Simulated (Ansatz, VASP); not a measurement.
**Al2Cu in VASP and in Ansatz**

File INCAR:

```
PREC = Accurate
ENCUT = 520
EDIFF = 1E-7
ISMEAR = 0
SIGMA = 0.1
LREAL = False
LASPH = True
NELM = 60
ALGO = Normal
ISIF = 2
LWAVE = False
LCHARG = False
GGA = PS
NBANDS = 16
```

KPOINTS

```
Automatic mesh
0
Gamma
  1 1 1
```

Contents of POSCAR:

```
Al2Cu
1.0
    4.0866984621      0.0013549814     -0.0100177851
    0.0013549814      4.1025583957      0.0178365925
   -0.0070556074      0.0125624568      2.9085422956
Al Cu
2 1
Direct
    0.4687560276      0.0117958310      0.4766540501
    0.0213922591      0.5074259987      0.4270045301
    0.0251393845      0.0352885078      0.0181625366
```

Input for Ansatz:

```yaml
crystal:
  lattice:
    - [4.0866984621, 0.0013549814, -0.0100177851]
    - [0.0013549814, 4.1025583957, 0.0178365925]
    - [-0.0070556074, 0.0125624568, 2.9085422956]
  atoms:
    - { symbol: Al, position: [0.4687560276, 0.011795831, 0.4766540501] }
    - { symbol: Al, position: [0.0213922591, 0.5074259987, 0.4270045301] }
    - { symbol: Cu, position: [0.0251393845, 0.0352885078, 0.0181625366] }
basis:
  ecutwfc: 420
kpoints:
  mp_grid: { grid: [1, 1, 1] }
hamiltonian:
  xc: pbesol
scf:
  occupations: { method: gaussian, width: 0.1 }
output:
  forces: true
  stress: true
  eigenvalues: true
```

Change from the starting cell: kmesh displaced: [1, 1, 1] Gamma-centred.

Alike in both runs: task single point; functional PBEsol; k mesh 1 × 1 × 1; occupations gaussian, width 0.1 eV; no spin polarisation.

|  | VASP | Ansatz |
| --- | --- | --- |
| version | VASP 6.6.1 | Ansatz 0.2.0 |
| potentials or method | VASP PAW PBE potentials, release 64 (Al, Cu), cutoff 520 eV | scalar-relativistic, plane waves, PAW |
| valence electrons in the cell | 17 | 25 |

|  | VASP | Ansatz | Ansatz less VASP |
| --- | --- | --- | --- |
| pressure (GPa) | 3.1 | 3.1 | +0.01 |
| traceless stress, the component that is largest in VASP (GPa) | -95.39 | -95.27 | +0.128 |
| rms of the force components (eV/Å) | 1.376 | 1.369 | -0.0074 |

VASP's potentials were made for PBE, not for PBEsol. Atom by atom the forces differ by 0.009 eV/Å (rms over components). The functional is the same, so the differences come from potentials, cutoffs and numerics. VASP's potentials hold 17 valence electrons a cell and Ansatz's 25, so a difference there can come from the potentials and not from the codes.

The k mesh is coarse, so the values compare programs but aren't converged.
